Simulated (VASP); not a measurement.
Wanted: the native input for a VASP 6.6.1 run.

```
Task                   : single point
Functional             : LDA
Potentials or basis    : VASP PAW LDA potentials, release 64 (K_sv, Li_sv, Al, F_h)
Cutoff                 : 910 eV
k mesh                 : 4 × 4 × 4
Occupations            : gaussian, width 0.1 eV
Spin                   : no spin polarisation
Dipole correction      : no
Further INCAR settings : ALGO = Normal; EDIFF = 1e-06; NBANDS = 44
```

The structure of K2LiAlF6 lies in POSCAR:

```
K2LiAlF6
1.0
    0.0000000000      3.9210000000      3.9210000000
    3.9210000000      0.0000000000      3.9210000000
    3.9210000000      3.9210000000      0.0000000000
K Li Al F
2 1 1 6
Direct
    0.2500000000      0.2500000000      0.2500000000
    0.7500000000      0.7500000000      0.7500000000
    0.5000000000      0.5000000000      0.5000000000
    0.0000000000      0.0000000000      0.0000000000
    0.7689000000      0.2311000000      0.2311000000
    0.2311000000      0.7689000000      0.2311000000
    0.2311000000      0.7689000000      0.7689000000
    0.7689000000      0.2311000000      0.7689000000
    0.2311000000      0.2311000000      0.7689000000
    0.7689000000      0.7689000000      0.2311000000
```

One way to write it, as run:

INCAR

```
PREC = Accurate
ENCUT = 910
EDIFF = 1E-6
ISMEAR = 0
SIGMA = 0.1
LREAL = F
LASPH = T
NELM = 120
ALGO = Normal
ISIF = 2
LWAVE = F
LCHARG = F
GGA = CA
NBANDS = 44
GGA_COMPAT = F
```

KPOINTS

```
Automatic mesh
0
Gamma
  4 4 4
```

Potentials or basis: VASP PAW LDA potentials, release 64 (K_sv, Li_sv, Al, F_h).

The run is started by

```bash
$ cat potpaw_LDA.64/K_sv/POTCAR potpaw_LDA.64/Li_sv/POTCAR potpaw_LDA.64/Al/POTCAR potpaw_LDA.64/F_h/POTCAR > POTCAR
$ mpirun -np 1 vasp_std > vasp.out
```

It gave:

```json
{
 "Pressure": "-4.2 GPa",
 "Largest force": "0.152 eV/Å",
 "Band gap on the k mesh": "7.52 eV"
}
```

Caveat: the cell stands under tension.

It took 120 s on 1 thread of Intel(R) Xeon(R) Platinum 8488C (Sapphire Rapids), on a shared host, peak memory 0.37 GiB.
